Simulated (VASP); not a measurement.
# Ta2Si (I4/mcm) in VASP: single point with LDA

Aim: the single point of Ta2Si with LDA.

Program: VASP 6.6.1. These are calculated values, not measurements. Logs are shortened: lines on timing, memory, paths and dates and some standing lists are left out, and cuts for length are marked.

### Step 1. The cell of the first run

Symmetry: I4/mcm, No. 140, tetragonal system. Conventional cell: a = 6.093 Å, b = 6.093 Å, c = 5.010 Å, α = 90.00°, β = 90.00°, γ = 90.00°. Within 3.4 Å of Ta (site symmetry m2m) lie 4 Si at 2.60 Å and 11 Ta at 2.81 to 3.23 Å. Si (site symmetry 422) has 2 Si at 2.50 Å and 8 Ta at 2.60 Å within 3.3 Å.

### Step 2. Single point, LDA

INCAR

```
SYSTEM = Ta2Si
ALGO = Fast
EDIFF = 1E-7
ENCUT = 520
GGA = CA
ISIF = 2
ISMEAR = 0
LASPH = .True.
LCHARG = .False.
LREAL = .False.
LWAVE = .False.
NBANDS = 35
NELM = 60
PREC = Accurate
SIGMA = 0.15
```

KPOINTS

```
k-points
0
Gamma
  10 10 10
  0 0 0
```

POSCAR

```
Ta2Si
1.0
   -3.0463566574      3.0463566574      2.5047518790
    3.0463566574     -3.0463566574      2.5047518790
    3.0463566574      3.0463566574     -2.5047518790
Ta Si
4 2
Direct
    0.6629488272      0.8370511728      0.5000000000
    0.8370511728      0.3370511728      0.1741023456
    0.3370511728      0.1629488272      0.5000000000
    0.1629488272      0.6629488272      0.8258976544
    0.2500000000      0.2500000000      0.0000000000
    0.7500000000      0.7500000000      0.0000000000
```

Potentials or basis: VASP PAW LDA potentials, release 64 (Ta_pv, Si).

The run is started by

```sh
$ cat potpaw_LDA.64/Ta_pv/POTCAR potpaw_LDA.64/Si/POTCAR > POTCAR
$ mpirun -np 1 vasp_std > vasp.out
```

OUTCAR:

```text
SYSTEM = Ta2Si
   EDIFF = 1E-7
   ENCUT = 520
   GGA = CA
   ISIF = 2
   ISMEAR = 0
   LASPH = .True.
   LREAL = .False.
   NELM = 60
   PREC = Accurate

 ion  position               nearest neighbor table
   1  0.663  0.837  0.500-   5 2.60   6 2.60   6 2.60   5 2.60   3 2.81   3 2.92   3 2.92   4 3.20
                             2 3.20   4 3.20   2 3.20   4 3.23   2 3.23   2 3.23   4 3.23
   2  0.837  0.337  0.174-   5 2.60   6 2.60   6 2.60   5 2.60   4 2.81   4 2.92   4 2.92   3 3.20
                             1 3.20   1 3.20   3 3.20   3 3.23   1 3.23   1 3.23   3 3.23
   3  0.337  0.163  0.500-   6 2.60   5 2.60   5 2.60   6 2.60   1 2.81   1 2.92   1 2.92   4 3.20
                             2 3.20   4 3.20   2 3.20   4 3.23   2 3.23   4 3.23   2 3.23
   4  0.163  0.663  0.826-   5 2.60   6 2.60   6 2.60   5 2.60   2 2.81   2 2.92   2 2.92   1 3.20
                             3 3.20   3 3.20   1 3.20   1 3.23   3 3.23   3 3.23   1 3.23
   5  0.250  0.250  0.000-   6 2.50   6 2.50   2 2.60   4 2.60   3 2.60   3 2.60   1 2.60   1 2.60
                             2 2.60   4 2.60
   6  0.750  0.750  0.000-   5 2.50   5 2.50   2 2.60   4 2.60   3 2.60   1 2.60   3 2.60   1 2.60
                             4 2.60   2 2.60

  LATTYP: Found a body centered tetragonal cell.
 ALAT       =     6.0927133148
 C/A-ratio  =     0.8222122885

  Lattice vectors:

 A1 = (  -3.0463566574,   3.0463566574,   2.5047518790)
 A2 = (   3.0463566574,  -3.0463566574,   2.5047518790)
 A3 = (   3.0463566574,   3.0463566574,  -2.5047518790)

Analysis of symmetry for initial positions (statically):
=====================================================================
 Subroutine PRICEL returns:
 Original cell was already a primitive cell.

 Routine SETGRP: Setting up the symmetry group for a
 body centered tetragonal supercell.

 Subroutine GETGRP returns: Found 16 space group operations
 (whereof  8 operations were pure point group operations)
 out of a pool of 16 trial point group operations.

The static configuration has the point symmetry C_4h.
 The point group associated with its full space group is D_4h.

Analysis of symmetry for dynamics (positions and initial velocities):
=====================================================================
 Subroutine PRICEL returns:
 Original cell was already a primitive cell.

 Routine SETGRP: Setting up the symmetry group for a
 body centered tetragonal supercell.

 Subroutine GETGRP returns: Found 16 space group operations
 (whereof  8 operations were pure point group operations)
[... 110 lines left out ...]
   NELM   =     60;   NELMIN=  2; NELMDL= -5     # of ELM steps
   EDIFF  = 0.1E-06   stopping-criterion for ELM
   LREAL  =      F    real-space projection
   EDIFFG = 0.1E-05   stopping-criterion for IOM
   NSW    =      0    number of steps for IOM
   IBRION =     -1    ionic relax: 0-MD 1-quasi-New 2-CG
   NFREE  =      0    steps in history (QN), initial steepest desc. (CG)
   ISIF   =      2    stress and relaxation
   ISYM   =      2    0-nonsym 1-usesym 2-fastsym
   POTIM  = 0.5000    time-step for ionic-motion
   TEBEG  =    0.0;   TEEND  =   0.0 temperature during run
   PSTRESS=    0.0 pullay stress
   NELECT =      52.0000    total number of electrons
   NUPDOWN=      -1.0000    fix difference up-down
   EMIN   =  10.00;   EMAX   =-10.00  energy-range for DOS
   EFERMI =   0.00;   METHOD = LEGACY
   ISMEAR =     0;   SIGMA  =   0.15  broadening in eV -4-tet -1-fermi 0-gaus
   EFERMI_NEDOS =   21; number of points for ismear=-14 and -15
   IALGO  =     68    algorithm
   IMIX   =      4    mixing-type and parameters
     AMIX     =   0.40;   BMIX     =  1.00
     AMIX_MAG =   1.60;   BMIX_MAG =  1.00
  volume/ion in A,a.u.               =      15.50       104.58
  Fermi-wavevector in a.u.,A,eV,Ry     =   1.348799  2.548860 24.752515  1.819259
  Thomas-Fermi vector in A             =   2.476438
   LORBIT       =      0    0 simple, 1 ext, 2 COOP (PROOUT), +10 PAW based schemes
   GGA     = CA    functional components
   LHFCALC =     F    Hartree Fock is set to
   AEXX    =    0.0000 exact exchange contribution
   IVDW    =     0    specifies the selected vdW correction
   LEPSILON=     F    determine dielectric tensor
   LRPA    =     F    only Hartree local field effects (RPA)
 non-spin polarized calculation
 RMM-DIIS sequential band-by-band and
 Gauss-broadening in eV      SIGMA  =   0.15
  energy-cutoff  :      520.00
  volume of cell :       92.98
 maximum number of plane-waves:      2533
 NGX is ok and might be reduce to    40
   NGX = 19   NGY = 19   NGZ = 19

 number of electron      52.0000001 magnetization

 Free energy of the ion-electron system (eV)
  ---------------------------------------------------
  ext. energy  EPLUGINS =         0.00000000
  ---------------------------------------------------
  free energy    TOTEN  =       -66.75232535 eV

  energy without entropy =      -66.71415851  energy(sigma->0) =      -66.73324193

 E-fermi :   7.8027     XC(G=0): -12.7577

 val. band max:        7.8008412273   @ k =  -0.4000   0.4000   0.1000
 cond. band min:       7.8089678994   @ k =  -0.2000   0.3000   0.1000
 fundamental gap:      0.0081266721
 Fermi energy:         7.8027357100

 k-point     1 :       0.0000    0.0000    0.0000
  band No.  band energies     occupation
      1     -26.5233      2.00000
      2     -26.5057      2.00000
      3     -26.5057      2.00000
      4     -26.4465      2.00000
      5     -26.4465      2.00000
      6     -26.4250      2.00000
[... 901 lines left out ...]
     34      11.7026      0.00000
     35      12.2911      0.00000

 [... further k-points ...]
[... 5 lines left out ...]
  --------------------------------------------------------------------------------------
  -------------------------------------------------------------------------------------
  Total        0.5048854      0.5048854      0.5349662      0.0000000      0.0000000      0.0000000
  in kB        8.6999586      8.6999586      9.2182985      0.0000000      0.0000000      0.0000000
  external PRESSURE =       8.8727386 kB  Pullay stress =       0.0000000 kB

 VOLUME and BASIS-vectors are now :
 -----------------------------------------------------------------------------
  energy-cutoff  :      520.00
  volume of cell :       92.98
      direct lattice vectors                 reciprocal lattice vectors
    -3.046356657  3.046356657  2.504751879     0.000000000  0.164130486  0.199620571
     3.046356657 -3.046356657  2.504751879     0.164130486  0.000000000  0.199620571
     3.046356657  3.046356657 -2.504751879     0.164130486  0.164130486  0.000000000

 POSITION                                       TOTAL-FORCE (eV/Angst)
 -----------------------------------------------------------------------------------
      2.05356      0.99280      2.50475         0.012171     -0.012171     -0.000000
     -0.99280      2.05356      2.50475         0.012171      0.012171      0.000000
      0.99280      2.05356      0.00000        -0.012171      0.012171     -0.000000
      4.03916      0.99280     -0.00000        -0.012171     -0.012171     -0.000000
      0.00000      0.00000      1.25238         0.000000      0.000000     -0.000000
      0.00000      0.00000      3.75713        -0.000000      0.000000     -0.000000
 -----------------------------------------------------------------------------------
    total drift:                                0.000000     -0.000000     -0.000000

  FREE ENERGIE OF THE ION-ELECTRON SYSTEM (eV)
  ---------------------------------------------------
  free  energy   TOTEN  =       -66.7523253508 eV

  energy  without entropy=      -66.7141585110  energy(sigma->0) =      -66.73324193
```

OSZICAR:

```text
N       E                     dE             d eps       ncg     rms          rms(c)
DAV:   1     0.453327698452E+03    0.45333E+03   -0.27905E+04  7140   0.150E+03
DAV:   2    -0.495442884213E+02   -0.50287E+03   -0.49048E+03  7922   0.430E+02
DAV:   3    -0.698347311447E+02   -0.20290E+02   -0.19762E+02  9042   0.777E+01
DAV:   4    -0.702450386949E+02   -0.41031E+00   -0.40704E+00  8856   0.104E+01
DAV:   5    -0.702523207154E+02   -0.72820E-02   -0.72669E-02  8854   0.134E+00    0.325E+01
RMM:   6    -0.671105508236E+02    0.31418E+01   -0.65766E+00  7786   0.110E+01    0.149E+01
RMM:   7    -0.667946133550E+02    0.31594E+00   -0.43383E+00  8310   0.792E+00    0.201E+00
RMM:   8    -0.667495696769E+02    0.45044E-01   -0.31946E-01  8621   0.256E+00    0.155E+00
RMM:   9    -0.667526441958E+02   -0.30745E-02   -0.74963E-02  9340   0.990E-01    0.608E-01
RMM:  10    -0.667525974008E+02    0.46795E-04   -0.18641E-02  8908   0.506E-01    0.208E-01
RMM:  11    -0.667524117982E+02    0.18560E-03   -0.43727E-03  9153   0.287E-01    0.208E-01
RMM:  12    -0.667523019506E+02    0.10985E-03   -0.12498E-03  9185   0.129E-01    0.623E-02
RMM:  13    -0.667523209908E+02   -0.19040E-04   -0.28891E-04  9892   0.682E-02    0.193E-02
RMM:  14    -0.667523242980E+02   -0.33073E-05   -0.48741E-05  9827   0.300E-02    0.165E-02
RMM:  15    -0.667523252120E+02   -0.91392E-06   -0.97453E-06  9770   0.139E-02    0.323E-03
RMM:  16    -0.667523253446E+02   -0.13268E-06   -0.17037E-06  8608   0.481E-03    0.520E-03
RMM:  17    -0.667523253508E+02   -0.61245E-08   -0.24388E-07  6281   0.223E-03
   1 F= -.66752325E+02 E0= -.66733242E+02  d E =-.381668E-01
```

stdout:

```text
POSCAR found type information on POSCAR TaSi
 POSCAR found :  2 types and       6 ions
 scaLAPACK will be used
 LDA part: xc-table for (Slater(with rela. corr.)+CA(PZ))
 , standard interpolation
 POSCAR, INCAR and KPOINTS ok, starting setup
 FFT: planning ... GRIDC
 FFT: planning ... GRID_SOFT
 FFT: planning ... GRID
 WAVECAR not read
 entering main loop
```

It took 7.9 min on 1 thread of Intel Xeon Platinum 8259CL at 2.50GHz (Skylake/Cascade Lake), shared host; peak memory 0.38 GiB.

What came out:

```
Free energy            : -66.7523 eV
Pressure               : 0.9 GPa
Largest force          : 0.017 eV/Å
Band gap on the k mesh : zero (bands 26 and 27 overlap by 0.76 eV)
```

Forces on the atoms (eV/Å):
```
Ta   0.012 -0.012  0.000
Ta   0.012  0.012  0.000
Ta  -0.012  0.012  0.000
Ta  -0.012 -0.012  0.000
Si   0.000  0.000  0.000
Si   0.000  0.000  0.000
```

Caveat: spin-orbit coupling is left out, which moves the levels of the heavy elements.
